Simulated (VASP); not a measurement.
Here is a VASP 6.6.1 calculation.

File INCAR:

```
ALGO = Normal ; EDIFF = 1E-7
ENCUT = 520 ; GGA = PE
ISIF = 2 ; ISMEAR = 0
LASPH = T ; LCHARG = F
LREAL = F ; LWAVE = F
NBANDS = 13 ; NELM = 100
PREC = Accurate ; SIGMA = 0.03
```

File KPOINTS:

```
k-points
0
Gamma
  14 14 14
```

The input POSCAR:

```
Mo
1.0
   -1.5813793950      1.5813793950      1.5813793950
    1.5813793950     -1.5813793950      1.5813793950
    1.5813793950      1.5813793950     -1.5813793950
Mo
1
Direct
    0.0000000000      0.0000000000      0.0000000000
```

Potentials or basis: VASP PAW PBE potentials, release 64 (Mo_sv).

The run is started by

```sh
$ cat potpaw_PBE.64/Mo_sv/POTCAR > POTCAR
$ mpirun -np 1 vasp_std > vasp.out
```

Task: What does it give for the band gap on the k mesh?

Result: Zero (band 7 reaches 16.30 eV, above the bottom of band 8 at 11.05 eV).

Task: Predict the pressure.

Result: 0.7 GPa.
